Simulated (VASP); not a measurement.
Here is a VASP 6.6.1 calculation.

INCAR

```
SYSTEM = TiAl
PREC = Accurate ; ENCUT = 500
EDIFF = 1E-6 ; ISMEAR = 0
SIGMA = 0.1 ; LREAL = .False.
LASPH = .True. ; NELM = 120
ALGO = Normal ; ISIF = 2
LWAVE = .False. ; LCHARG = .False.
GGA = PE ; NBANDS = 14
GGA_COMPAT = .False.
```

File KPOINTS:

```
regular mesh
0
Gamma
  14 14 14
  0 0 0
```

The input POSCAR:

```
TiAl
1.0
    3.1865805681      0.0000000000      0.0000000000
    0.0000000000      3.1865805681      0.0000000000
    0.0000000000      0.0000000000      3.1865805681
Al Ti
1 1
Direct
    0.0000000000      0.0000000000      0.0000000000
    0.5000000000      0.5000000000      0.5000000000
```

Potentials or basis: VASP PAW PBE potentials, release 64 (Al, Ti_sv).

Launch:

```bash
$ cat potpaw_PBE.64/Al/POTCAR potpaw_PBE.64/Ti_sv/POTCAR > POTCAR
$ mpirun -np 1 vasp_std > vasp.out
```

(1) What does it give for the pressure?

Results:

(1) -0.1 GPa.
